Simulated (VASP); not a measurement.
Write the native input for VASP 6.6.1 that does the following.

* Task: electric field gradients
* Functional: PBEsol
* Potentials or basis: VASP PAW PBE potentials, release 64 (Al)
* Cutoff: 520 eV
* k mesh: 14 × 14 × 14
* Occupations: fermi-dirac, width 0.05 eV
* Spin: no spin polarisation
* Dipole correction: no
* Further INCAR settings: ALGO = Normal; EDIFF = 1e-08; NBANDS = 8

The structure of Al lies in POSCAR:

```
Al
1.0
    0.0000000000      2.0172107856      2.0172107856
    2.0172107856      0.0000000000      2.0172107856
    2.0172107856      2.0172107856      0.0000000000
Al
1
Direct
    0.0000000000      0.0000000000      0.0000000000
```

This cell differs from its parent crystal: volume scaled by 0.99.

These files were run (other wordings do the same):

INCAR

```
SYSTEM = Al
PREC = Accurate
ENCUT = 520
EDIFF = 1E-8
ISMEAR = -1
SIGMA = 0.05
LREAL = .False.
LASPH = .True.
NELM = 80
ALGO = Normal
ISIF = 2
LWAVE = .False.
LCHARG = .False.
GGA = PS
LEFG = .True.
NBANDS = 8
```

KPOINTS

```
Automatic mesh
0
Gamma
  14 14 14
  0 0 0
```

Potentials or basis: VASP PAW PBE potentials, release 64 (Al).

The run is started by

```sh
$ cat potpaw_PBE.64/Al/POTCAR > POTCAR
$ mpirun -np 1 vasp_std > vasp.out
```

Results of the run:

The pressure is -1.3 GPa.

Caveat: without QUAD_EFG the Cq values of the log hold for a quadrupole moment of 1 mb, not for the nuclei; the PAW data sets were made with another functional, which shifts forces and pressure a little.

Wall time 31 s on 1 thread of AMD EPYC 7R13, on a shared host, peak memory 0.11 GiB.
